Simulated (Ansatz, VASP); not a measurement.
# Be2H3: VASP beside Ansatz

```
CELL_PARAMETERS angstrom
2.89327 0.00000 0.00000
-1.44664 2.50565 0.00000
0.00000 0.00000 4.50146
ATOMIC_POSITIONS crystal
Be 0.33333 0.66667 0.24500
Be 0.66667 0.33333 0.75500
H 0.00000 0.00000 0.00000
H 0.33333 0.66667 0.64500
H 0.66667 0.33333 0.35500
```

Alike in both runs: task relaxation of cell and atoms; functional PBE; k mesh 6 × 6 × 4; occupations gaussian, width 0.1 eV; no spin polarisation.

|  | VASP | Ansatz |
| --- | --- | --- |
| version | VASP 6.6.1 | Ansatz 0.2.0 |
| potentials or method | VASP PAW PBE potentials, release 64 (Be, H), cutoff 600 eV | scalar-relativistic, plane waves, PAW |
| valence electrons in the cell | 7 | 7 |

VASP gave:

| Property | Result |
| --- | --- |
| gap on the k mesh at the Fermi level, each at its own relaxed structure (eV) | none |
| relaxed volume (Å³/atom) | 5.89 |
| relaxed cell length with the largest relative difference (Å) | 5.597 |

Task: What did Ansatz give for the same quantities?

Result: gap on the k mesh at the Fermi level, each at its own relaxed structure (eV): none; relaxed volume (Å³/atom): 6.04; relaxed cell length with the largest relative difference (Å): 5.747.

A gap of «none» marks a metal or a gap that the smearing closes.

The k mesh is coarse, so the values compare programs but aren't converged.
